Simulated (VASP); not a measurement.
# Ga (C2/c) in VASP: a series of runs

Runs on Ga. Level: LDA. Tasks: single point.

All numbers are computed with VASP 6.6.1; they aren't measurements. Logs are shortened: lines on timing, memory, paths and dates and some standing lists are left out, and cuts for length are marked.

## (1) The cell of the first run

It takes space group C2/c (No. 15, monoclinic). The conventional cell has a = 4.420 Å, b = 7.491 Å, c = 4.609 Å, α = 90.00°, β = 94.22°, γ = 90.00°. Ga (site symmetry 1) has 7 Ga at 2.46 to 2.78 Å within 3.3 Å.

## (2) Single point, LDA (engineering shear strain xz -0.0750, normal strain along z +0.0375)

Input file INCAR:

```
SYSTEM = Ga
PREC     = Accurate       ! precision mode
ENCUT    = 520            ! plane-wave cutoff, eV
EDIFF    = 1E-7           ! SCF threshold, eV
ISMEAR   = 0              ! smearing method
SIGMA    = 0.15           ! smearing width, eV
LREAL    = .False.        ! projectors in reciprocal space
LASPH    = .True.         ! aspherical terms in the spheres
NELM     = 60             ! most SCF steps
ALGO     = Fast           ! electronic algorithm
ISIF     = 2              ! what is computed and relaxed
LWAVE    = .False.        ! write WAVECAR
LCHARG   = .False.        ! write CHGCAR
GGA      = CA             ! functional
NBANDS   = 34             ! bands
```

Input file KPOINTS:

```
regular mesh
0
Gamma
  10 10 10
  0 0 0
```

Input file POSCAR:

```
Ga
1.0
    2.2085777266     -3.7454996903     -0.0828216647
    2.2085777266      3.7454996903     -0.0828216647
   -0.1664652323      0.0000000000      4.6055380942
Ga
4
Direct
    0.1560190462      0.8439809538      0.0845038705
    0.6560190462      0.3439809538      0.4154961295
    0.8439809538      0.1560190462      0.9154961295
    0.3439809538      0.6560190462      0.5845038705
```

Potentials or basis: VASP PAW LDA potentials, release 64 (Ga_d).

The run is started by

```console
cat potpaw_LDA.64/Ga_d/POTCAR > POTCAR
mpirun -np 1 vasp_std > vasp.out
```

OUTCAR:

```text
SYSTEM = Ga
   PREC = Accurate
   ENCUT = 520
   EDIFF = 1E-7
   ISMEAR = 0
   LREAL = .False.
   LASPH = .True.
   NELM = 60
   ISIF = 2
   GGA = CA

 ion  position               nearest neighbor table
   1  0.156  0.844  0.085-   3 2.46   2 2.59   3 2.69   4 2.70   4 2.70   2 2.78   3 2.78
   2  0.656  0.344  0.415-   4 2.46   1 2.59   4 2.69   3 2.70   3 2.70   1 2.78   4 2.78
   3  0.844  0.156  0.915-   1 2.46   4 2.59   1 2.69   2 2.70   2 2.70   4 2.78   1 2.78
   4  0.344  0.656  0.585-   2 2.46   3 2.59   2 2.69   1 2.70   1 2.70   3 2.78   2 2.78

  LATTYP: Found a base centered monoclinic cell.
 ALAT       =     4.4202601745
 B/A-ratio  =     1.6946964850
 C/A-ratio  =     1.0425959871
 COS(beta)  =    -0.0735448266

  Lattice vectors:

 A1 = (   2.2085777266,  -3.7454996903,  -0.0828216647)
 A2 = (   2.2085777266,   3.7454996903,  -0.0828216647)
 A3 = (  -0.1664652323,   0.0000000000,   4.6055380942)

Analysis of symmetry for initial positions (statically):
=====================================================================
 Subroutine PRICEL returns:
 Original cell was already a primitive cell.

 Routine SETGRP: Setting up the symmetry group for a
 base centered monoclinic supercell.

 Subroutine GETGRP returns: Found  4 space group operations
 (whereof  2 operations were pure point group operations)
 out of a pool of  4 trial point group operations.

The static configuration has the point symmetry S_2 .
 The point group associated with its full space group is C_2h.

Analysis of symmetry for dynamics (positions and initial velocities):
=====================================================================
 Subroutine PRICEL returns:
 Original cell was already a primitive cell.

 Routine SETGRP: Setting up the symmetry group for a
 base centered monoclinic supercell.

 Subroutine GETGRP returns: Found  4 space group operations
 (whereof  2 operations were pure point group operations)
 out of a pool of  4 trial point group operations.

The dynamic configuration has the point symmetry S_2 .
 The point group associated with its full space group is C_2h.

 Subroutine INISYM returns: Found  4 space group operations
 (whereof  2 operations are pure point group operations),
 and found     1 'primitive' translations

----------------------------------------------------------------------------------------

                                     Primitive cell

  volume of cell :      76.0928

  direct lattice vectors                    reciprocal lattice vectors
     2.208577727 -3.745499690 -0.082821665     0.226697311 -0.133493537  0.008193879
     2.208577727  3.745499690 -0.082821665     0.226697311  0.133493537  0.008193879
    -0.166465232  0.000000000  4.605538094     0.008153422  0.000000000  0.217424596

  length of vectors
     4.348958833  4.348958833  4.608545520     0.263209678  0.263209678  0.217577419

  position of ions in fractional coordinates (direct lattice)
     0.156019046  0.843980954  0.084503871
     0.656019046  0.343980954  0.415496129
     0.843980954  0.156019046  0.915496129
     0.343980954  0.656019046  0.584503871

  ion indices of the primitive-cell ions
   primitive index   ion index
                 1           1
                 2           2
                 3           3
                 4           4

----------------------------------------------------------------------------------------

 KPOINTS: regular mesh

Automatic generation of k-mesh.
 Grid dimensions read from file:
 generate k-points for:   10   10   10

 Generating k-lattice:

  Cartesian coordinates                     Fractional coordinates (reciprocal lattice)
     0.022669731 -0.013349354  0.000819388     0.100000000 -0.000000000 -0.000000000
     0.022669731  0.013349354  0.000819388    -0.000000000  0.100000000 -0.000000000
     0.000815342  0.000000000  0.021742460    -0.000000000 -0.000000000  0.100000000

  Length of vectors
     0.026320968  0.026320968  0.021757742

  Shift w.r.t. Gamma in fractional coordinates (k-lattice)
     0.000000000  0.000000000  0.000000000

 Subroutine IBZKPT returns following result:
 ===========================================

 Found    282 irreducible k-points:

 Following reciprocal coordinates:
            Coordinates               Weight
  0.000000  0.000000  0.000000      1.000000
  0.100000  0.000000  0.000000      4.000000
  0.200000  0.000000  0.000000      4.000000
  0.300000  0.000000  0.000000      4.000000
  0.400000 -0.000000  0.000000      4.000000
  0.500000 -0.000000  0.000000      2.000000
[... 16 lines left out ...]
  0.300000  0.300000  0.000000      2.000000
  0.400000  0.300000  0.000000      4.000000
 [... further k-points ...]
   k-points           NKPTS =    282   k-points in BZ     NKDIM =    282   number of bands    NBANDS=     34
   number of dos      NEDOS =    301   number of ions     NIONS =      4
   total plane-waves  NPLWV =  36864
   dimension x,y,z NGX =    32 NGY =   32 NGZ =   36
   dimension x,y,z NGXF=    64 NGYF=   64 NGZF=   72
   ions per type =               4
   NGX,Y,Z   is equivalent  to a cutoff of  12.23, 12.23, 12.99 a.u.
   NGXF,Y,Z  is equivalent  to a cutoff of  24.47, 24.47, 25.97 a.u.
 SYSTEM =  Ga
   PREC   = accura    normal or accurate (medium, high low for compatibility)
   ISTART =      0    job   : 0-new  1-cont  2-samecut
   ICHARG =      2    charge: 1-file 2-atom 10-const
   ISPIN  =      1    spin polarized calculation?
   LNONCOLLINEAR =      F non collinear calculations
   LSORBIT =      F    spin-orbit coupling
   LASPH  =      T    aspherical Exc in radial PAW
   ENCUT  =  520.0 eV  38.22 Ry    6.18 a.u.   8.09  8.09  8.57*2*pi/ulx,y,z
   NELM   =     60;   NELMIN=  2; NELMDL= -5     # of ELM steps
   EDIFF  = 0.1E-06   stopping-criterion for ELM
   LREAL  =      F    real-space projection
   EDIFFG = 0.1E-05   stopping-criterion for IOM
   NSW    =      0    number of steps for IOM
   IBRION =     -1    ionic relax: 0-MD 1-quasi-New 2-CG
   NFREE  =      0    steps in history (QN), initial steepest desc. (CG)
   ISIF   =      2    stress and relaxation
   ISYM   =      2    0-nonsym 1-usesym 2-fastsym
   POTIM  = 0.5000    time-step for ionic-motion
   TEBEG  =    0.0;   TEEND  =   0.0 temperature during run
   PSTRESS=    0.0 pullay stress
   NELECT =      52.0000    total number of electrons
   NUPDOWN=      -1.0000    fix difference up-down
   EMIN   =  10.00;   EMAX   =-10.00  energy-range for DOS
   EFERMI =   0.00;   METHOD = LEGACY
   ISMEAR =     0;   SIGMA  =   0.15  broadening in eV -4-tet -1-fermi 0-gaus
   EFERMI_NEDOS =   21; number of points for ismear=-14 and -15
   IALGO  =     68    algorithm
   IMIX   =      4    mixing-type and parameters
     AMIX     =   0.40;   BMIX     =  1.00
     AMIX_MAG =   1.60;   BMIX_MAG =  1.00
  volume/ion in A,a.u.               =      19.02       128.37
  Fermi-wavevector in a.u.,A,eV,Ry     =   1.441987  2.724960 28.290956  2.079327
  Thomas-Fermi vector in A             =   2.560558
   LORBIT       =      0    0 simple, 1 ext, 2 COOP (PROOUT), +10 PAW based schemes
   GGA     = CA    functional components
   LHFCALC =     F    Hartree Fock is set to
   AEXX    =    0.0000 exact exchange contribution
   IVDW    =     0    specifies the selected vdW correction
   LEPSILON=     F    determine dielectric tensor
   LRPA    =     F    only Hartree local field effects (RPA)
 non-spin polarized calculation
 RMM-DIIS sequential band-by-band and
 Gauss-broadening in eV      SIGMA  =   0.15
  energy-cutoff  :      520.00
  volume of cell :       76.09
 maximum number of plane-waves:      2078
   NGX = 17   NGY = 17   NGZ = 17

 number of electron      52.0000028 magnetization

 Free energy of the ion-electron system (eV)
  ---------------------------------------------------
  ext. energy  EPLUGINS =         0.00000000
  ---------------------------------------------------
  free energy    TOTEN  =       -14.35440019 eV

  energy without entropy =      -14.34388895  energy(sigma->0) =      -14.34914457

 E-fermi :   5.0428     XC(G=0): -11.1159

 val. band max:        5.0261463162   @ k =  -0.4000   0.4000   0.3000
 cond. band min:       5.0523680213   @ k =  -0.3000   0.4000   0.2000
 fundamental gap:      0.0262217051
 Fermi energy:         5.0428024708

 k-point     1 :       0.0000    0.0000    0.0000
  band No.  band energies     occupation
      1     -10.2608      2.00000
      2     -10.2271      2.00000
      3     -10.2241      2.00000
      4     -10.2059      2.00000
      5     -10.1654      2.00000
      6     -10.1417      2.00000
[... 26 lines left out ...]
     33      11.8143      0.00000
     34      13.3506      0.00000

 k-point     2 :       0.1000    0.0000    0.0000
  band No.  band energies     occupation
      1     -10.2627      2.00000
      2     -10.2253      2.00000
      3     -10.2181      2.00000
      4     -10.2095      2.00000
      5     -10.1640      2.00000
      6     -10.1380      2.00000
[... 26 lines left out ...]
     33      11.8478      0.00000
     34      12.0322      0.00000

 k-point     3 :       0.2000    0.0000    0.0000
  band No.  band energies     occupation
      1     -10.2631      2.00000
      2     -10.2272      2.00000
      3     -10.2165      2.00000
      4     -10.2046      2.00000
      5     -10.1575      2.00000
      6     -10.1258      2.00000
[... 26 lines left out ...]
     33      11.4323      0.00000
     34      11.9957      0.00000
[... 704 lines left out ...]
 k-point    23 :       0.3000    0.3000    0.0000
  band No.  band energies     occupation
      1     -10.3009      2.00000
      2     -10.2476      2.00000
      3     -10.2274      2.00000
      4     -10.1740      2.00000
      5     -10.1563      2.00000
      6     -10.1241      2.00000
[... 26 lines left out ...]
     33      14.1264      0.00000
     34      14.4482      0.00000

 k-point    24 :       0.4000    0.3000    0.0000
  band No.  band energies     occupation
      1     -10.3069      2.00000
      2     -10.2570      2.00000
      3     -10.2270      2.00000
      4     -10.1604      2.00000
      5     -10.1475      2.00000
      6     -10.1399      2.00000
[... 26 lines left out ...]
     33      13.3092      0.00000
     34      14.5303      0.00000

 [... further k-points ...]
[... 5 lines left out ...]
  --------------------------------------------------------------------------------------
  -------------------------------------------------------------------------------------
  Total       -0.5574655     -0.2776168     -1.2741291      0.0000000      0.0000000      1.2476907
  in kB      -11.7377483     -5.8453769    -26.8275017      0.0000000      0.0000000     26.2708260
  external PRESSURE =     -14.8035423 kB  Pullay stress =       0.0000000 kB

 VOLUME and BASIS-vectors are now :
 -----------------------------------------------------------------------------
  energy-cutoff  :      520.00
  volume of cell :       76.09
      direct lattice vectors                 reciprocal lattice vectors
     2.208577727 -3.745499690 -0.082821665     0.226697311 -0.133493537  0.008193879
     2.208577727  3.745499690 -0.082821665     0.226697311  0.133493537  0.008193879
    -0.166465232  0.000000000  4.605538094     0.008153422  0.000000000  0.217424596

 POSITION                                       TOTAL-FORCE (eV/Angst)
 -----------------------------------------------------------------------------------
      2.19451      2.57676      0.30636        -0.089396     -0.103183     -0.015939
      2.13941     -1.16874      1.83076         0.089396     -0.103183      0.015939
      2.05618     -2.57676      4.13353         0.089396      0.103183      0.015939
      2.11128      1.16874      2.60913        -0.089396      0.103183     -0.015939
 -----------------------------------------------------------------------------------
    total drift:                                0.000000      0.000000      0.000000

  FREE ENERGIE OF THE ION-ELECTRON SYSTEM (eV)
  ---------------------------------------------------
  free  energy   TOTEN  =       -14.3544001898 eV

  energy  without entropy=      -14.3438889488  energy(sigma->0) =      -14.34914457
```

Run time: 15 min. Hardware: 1 thread of Oxide Virtual Turin-like, shared host; peak memory 0.51 GiB.

What came out:

| Property | Result |
| --- | --- |
| Free energy | -14.3544 eV |
| Pressure | -1.5 GPa |
| Largest force | 0.137 eV/Å |
| Band gap on the k mesh | zero (bands 26 and 27 overlap by 1.36 eV) |

Forces in eV/Å, atoms in the order of the input:
```
Ga  -0.089 -0.103 -0.016
Ga   0.089 -0.103  0.016
Ga   0.089  0.103  0.016
Ga  -0.089  0.103 -0.016
```

Levels at points of the mesh, in eV from the Fermi level:
| k point | band 24 | band 25 | band 26 | band 27 | band 28 | band 29 |
| --- | --- | --- | --- | --- | --- | --- |
| (0.00, 0.00, 0.00) | -1.59 | -1.35 | -0.59 | 1.04 | 1.17 | 1.29 |
| (0.50, 0.00, 0.00) | -3.26 | -1.97 | -1.24 | 0.11 | 0.99 | 3.88 |
| (0.50, 0.50, 0.00) | -3.23 | -2.11 | -1.77 | 0.97 | 1.03 | 2.44 |
| (0.00, 0.00, 0.50) | -0.41 | 0.11 | 0.11 | 0.68 | 0.68 | 2.13 |
| (0.50, 0.00, 0.50) | -6.15 | -1.69 | -1.30 | 0.41 | 0.82 | 6.50 |
| (0.50, 0.50, 0.50) | -5.50 | -1.48 | -1.48 | -0.51 | -0.51 | 6.22 |

Caveat: the cell differs from its parent crystal (engineering shear strain xz -0.0750, normal strain along z +0.0375).

[end of part 1 of 2]

The gap in the log of VASP goes by the Fermi energy; the results here count the filled bands.